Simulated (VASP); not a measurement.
A run of VASP 6.6.1 is set up as follows.

File INCAR:

```
PREC = Accurate
ENCUT = 520
EDIFF = 1E-6
ISMEAR = -1
SIGMA = 0.1
LREAL = False
LASPH = True
NELM = 100
ALGO = Normal
ISIF = 2
LWAVE = False
LCHARG = False
GGA = RP
NBANDS = 18
```

File KPOINTS:

```
regular mesh
0
Gamma
  13 13 13
```

The input POSCAR:

```
La
1.0
    0.0000000000      3.3776569615      3.3776569615
    3.3776569615      0.0000000000      3.3776569615
    3.3776569615      3.3776569615      0.0000000000
La
2
Direct
    0.1250000000      0.1250000000      0.1250000000
    0.8750000000      0.8750000000      0.8750000000
```

Potentials or basis: VASP PAW PBE potentials, release 64 (La).

The run is started by

```sh
$ cat potpaw_PBE.64/La/POTCAR > POTCAR
$ mpirun -np 1 vasp_std > vasp.out
```

(1) Predict the pressure.

(2) Predict the band gap on the k mesh.

## Answers

(1) 0.0 GPa.

(2) zero (bands 11 and 12 overlap by 0.31 eV).

Caveat: the PAW data sets were made with another functional, which shifts forces and pressure a little; spin-orbit coupling is left out, which moves the levels of the heavy elements.
